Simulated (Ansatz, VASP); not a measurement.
## SnO: VASP beside Ansatz

The input INCAR:

```
  PREC = Accurate
  ENCUT = 520
  EDIFF = 1E-6
  ISMEAR = 0
  SIGMA = 0.05
  LREAL = F
  LASPH = T
  NELM = 100
  ALGO = Normal
  ISIF = 2
  LWAVE = F
  LCHARG = F
  GGA = PE
  NBANDS = 28
```

Contents of KPOINTS:

```
Automatic mesh
0
Gamma
  10 10 8
```

Contents of POSCAR:

```
SnO
1.0
    3.9261933127      0.0000000000      0.0000000000
    0.0000000000      3.9261933127      0.0000000000
    0.0000000000      0.0000000000      5.1432860516
Sn O
2 2
Direct
    0.0000000000      0.5000000000      0.2287361932
    0.5000000000      0.0000000000      0.7712638068
    0.0000000000      0.0000000000      0.0000000000
    0.5000000000      0.5000000000      0.0000000000
```

Input for Ansatz:

```yaml
crystal:
  lattice:
    - [3.9261933127, 0.0, 0.0]
    - [0.0, 3.9261933127, 0.0]
    - [0.0, 0.0, 5.1432860516]
  atoms:
    - { symbol: Sn, position: [0.0, 0.5, 0.2287361932] }
    - { symbol: Sn, position: [0.5, 0.0, 0.7712638068] }
    - { symbol: O, position: [0.0, 0.0, 0.0] }
    - { symbol: O, position: [0.5, 0.5, 0.0] }
basis:
  ecutwfc: 420
kpoints:
  mp_grid: { grid: [10, 10, 8] }
hamiltonian:
  xc: pbe
scf:
  occupations: { method: gaussian, width: 0.05 }
output:
  forces: true
  stress: true
  eigenvalues: true
```

Change from the starting cell: strain +0.015 along x and y, +0.015 along z, atoms carried along.

Alike in both runs: task single point; functional PBE; k mesh 10 × 10 × 8; occupations gaussian, width 0.05 eV; no spin polarisation.

```csv
,VASP,Ansatz
version,VASP 6.6.1,Ansatz 0.2.0
potentials or method,"VASP PAW PBE potentials, release 64 (Sn_d, O), cutoff 520 eV","scalar-relativistic, plane waves, PAW"
valence electrons in the cell,40,40
```

```csv
,VASP,Ansatz,Ansatz less VASP
gap on the k mesh at the Fermi level (eV),0.64,0.63,-0.007
least direct gap on the mesh (eV),1.86,1.89,+0.028
pressure (GPa),-3.2,-3.3,-0.15
"traceless stress, the component that is largest in VASP (GPa)",0.56,0.55,-0.013
rms of the force components (eV/Å),0.196,0.223,+0.0276
```

Atom by atom the forces differ by 0.028 eV/Å (rms over components).
